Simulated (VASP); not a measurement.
Here is a VASP 6.6.1 calculation.

POSCAR

```
YAl2N3
1.0
   -1.6030898980      1.6030898980      6.3585726239
    1.6030898980     -1.6030898980      6.3585726239
    1.6030898980      1.6030898980     -6.3585726239
Y N Al
1 3 2
Direct
    0.0000000000      0.0000000000      0.0000000000
    0.8212268951      0.8212268951      0.0000000000
    0.1787731049      0.1787731049      0.0000000000
    0.5000000000      0.5000000000      0.0000000000
    0.3273749490      0.3273749490      0.0000000000
    0.6726250510      0.6726250510      0.0000000000
```

File INCAR.step1:

```
SYSTEM = YAl2N3
PREC = Accurate ; ENCUT = 520
ISMEAR = 0 ; SIGMA = 0.01
LREAL = .False. ; LASPH = .True.
NELM = 100 ; NBANDS = 25
GGA = PE ; ALGO = Normal
EDIFF = 1E-4 ; LWAVE = .True.
LCHARG = .False.
```

File INCAR.step2:

```
SYSTEM = YAl2N3
PREC = Accurate ; ENCUT = 520
EDIFF = 1E-7 ; ISMEAR = 0
SIGMA = 0.01 ; LREAL = .False.
LASPH = .True. ; NELM = 100
ALGO = Normal ; ISIF = 2
LWAVE = .False. ; LCHARG = .True.
METAGGA = R2SCAN ; LMIXTAU = .True.
LELF = .True. ; LVHAR = .True.
NBANDS = 25 ; ISTART = 1
```

The input KPOINTS:

```
regular mesh
0
Gamma
  12 12 12
  0 0 0
```

Potentials or basis: VASP PAW PBE potentials, release 64 (Y_sv, N, Al).

The run is started by

```console
$ cat potpaw_PBE.64/Y_sv/POTCAR potpaw_PBE.64/N/POTCAR potpaw_PBE.64/Al/POTCAR > POTCAR
$ cp INCAR.step1 INCAR
$ mpirun -np 1 vasp_std > vasp.out
$ cp INCAR.step2 INCAR
$ mpirun -np 1 vasp_std > vasp.out
```

**Question.** Estimate the band gap on the k mesh.

**Answer.** 1.36 eV, indirect (least direct gap 1.42 eV).

**Question.** What does it give for the pressure?

**Answer.** -0.3 GPa.

**Question.** Predict the largest force.

**Answer.** 0.027 eV/Å.

Stress tensor (GPa, compression positive):
```
-0.38  0.00  0.00
 0.00 -0.38  0.00
 0.00  0.00 -0.10
```

Caveat: the PAW data sets were made with another functional, which shifts forces and pressure a little. A k mesh can miss the band edges.
